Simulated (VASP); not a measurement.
Here is a VASP 6.6.1 calculation.

Contents of INCAR:

```
SYSTEM = Pt
PREC     = Accurate       ! precision mode
ENCUT    = 400            ! plane-wave cutoff, eV
EDIFF    = 1E-6           ! SCF threshold, eV
ISMEAR   = 1              ! smearing method
SIGMA    = 0.1            ! smearing width, eV
LREAL    = .FALSE.        ! projectors in reciprocal space
LASPH    = .TRUE.         ! aspherical terms in the spheres
NELM     = 120            ! most SCF steps
ALGO     = Normal         ! electronic algorithm
ISIF     = 2              ! what is computed and relaxed
LWAVE    = .FALSE.        ! write WAVECAR
LCHARG   = .TRUE.         ! write CHGCAR
GGA      = PE             ! functional
IVDW     = 12             ! dispersion correction
LELF     = .TRUE.         ! ELF
LVHAR    = .TRUE.       
NBANDS   = 72             ! bands
GGA_COMPAT= .FALSE.      
NELMDL   = -8
```

The input KPOINTS:

```
regular mesh
0
G
  6 6 1
  0 0 0
```

File POSCAR:

```
Pt
1.0
    5.5437171645      0.0000000000      0.0000000000
    2.7718585823      4.8009998959      0.0000000000
    0.0000000000      0.0000000000     21.0264261104
Pt
12
Direct
    0.1666666700      0.1666666700      0.1188980000
    0.6666666700      0.1666666700      0.1188980000
    0.1666666700      0.6666666700      0.1188980000
    0.6666666700      0.6666666700      0.1188980000
    0.8333333300      0.3333333300      0.2265346000
    0.3333333300      0.3333333300      0.2265346000
    0.8333333300      0.8333333300      0.2265346000
    0.3333333300      0.8333333300      0.2265346000
    0.0004084396     -0.0002252939      0.3367660744
    0.5004050387     -0.0002218593      0.3367585427
    0.0003879137      0.4997841882      0.3367621972
    0.5004019001      0.4997738376      0.3367585628
```

Potentials or basis: VASP PAW PBE potentials, release 64 (Pt).

The run is started by

```sh
$ cat potpaw_PBE.64/Pt/POTCAR > POTCAR
$ mpirun -np 1 vasp_std > vasp.out
```

(1) Estimate the largest force.

(2) Predict the dispersion energy per atom.

(3) What does it give for the band gap on the k mesh?

Results:

(1) 0.358 eV/Å.

(2) -0.514 eV.

(3) zero (bands 60 and 61 overlap by 0.82 eV).

Caveat: there is no dipole correction, which matters where the two faces differ; spin-orbit coupling is left out, which moves the levels of the heavy elements.
